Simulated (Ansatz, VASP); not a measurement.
Two plane-wave programs on Ru2C3

Contents of INCAR:

```
PREC     = Accurate       # precision mode
ENCUT    = 600            # plane-wave cutoff, eV
EDIFF    = 1E-6           # SCF threshold, eV
ISMEAR   = 0              # smearing method
SIGMA    = 0.1            # smearing width, eV
LREAL    = F              # projectors in reciprocal space
LASPH    = T              # aspherical terms in the spheres
NELM     = 80             # most SCF steps
ALGO     = Normal         # electronic algorithm
ISIF     = 3              # what is computed and relaxed
LWAVE    = F              # write WAVECAR
LCHARG   = F              # write CHGCAR
GGA      = PE             # functional
IBRION   = 2              # ionic algorithm
NSW      = 90             # ionic steps
EDIFFG   = -0.04          # ionic threshold
```

File KPOINTS:

```
regular mesh
0
Gamma
  6 6 4
```

Contents of POSCAR:

```
Ru2C3
1.0
    3.2804105909      0.0000000000      0.0000000000
   -1.6402052954      2.8409189065      0.0000000000
    0.0000000000      0.0000000000      5.1037860208
Ru C
2 3
Direct
    0.3333333333      0.6666666667      0.2450000000
    0.6666666667      0.3333333333      0.7550000000
    0.0000000000      0.0000000000      0.0000000000
    0.3333333333      0.6666666667      0.6450000000
    0.6666666667      0.3333333333      0.3550000000
```

Input for Ansatz:

```yaml
crystal:
  lattice:
    - [3.2804105909, 0.0, 0.0]
    - [-1.6402052954, 2.8409189065, 0.0]
    - [0.0, 0.0, 5.1037860208]
  atoms:
    - { symbol: Ru, position: [0.3333333333, 0.6666666667, 0.245] }
    - { symbol: Ru, position: [0.6666666667, 0.3333333333, 0.755] }
    - { symbol: C, position: [0.0, 0.0, 0.0] }
    - { symbol: C, position: [0.3333333333, 0.6666666667, 0.645] }
    - { symbol: C, position: [0.6666666667, 0.3333333333, 0.355] }
basis:
  ecutwfc: 420
kpoints:
  mp_grid: { grid: [6, 6, 4] }
hamiltonian:
  xc: pbe
scf:
  occupations: { method: gaussian, width: 0.1 }
  lower_state_search: "off"
output:
  forces: true
  stress: true
  eigenvalues: true
relax:
  adjacent_minimum: "off"
  f_tol: 0.04
  max_steps: 70
  cell: { stress_tol: 0.4 }
```

Alike in both runs: task relaxation of cell and atoms; functional PBE; k mesh 6 × 6 × 4; occupations gaussian, width 0.1 eV; no spin polarisation.

|  | VASP | Ansatz |
| --- | --- | --- |
| version | VASP 6.6.1 | Ansatz 0.2.0 |
| potentials or method | VASP PAW PBE potentials, release 64 (Ru_pv, C), cutoff 600 eV | scalar-relativistic, plane waves, PAW |
| valence electrons in the cell | 40 | 44 |

```tsv
	VASP	Ansatz	Ansatz less VASP
gap on the k mesh at the Fermi level, each at its own relaxed structure (eV)	none	none	-
relaxed volume (Å³/atom)	9.70	9.69	-0.004
relaxed cell length with the largest relative difference (Å)	5.419	5.417	-0.0018
```

A gap of «none» marks a metal or a gap that the smearing closes. VASP's potentials hold 40 valence electrons a cell and Ansatz's 44, so a difference there can come from the potentials and not from the codes.

The k mesh is coarse, so the values compare programs but aren't converged.
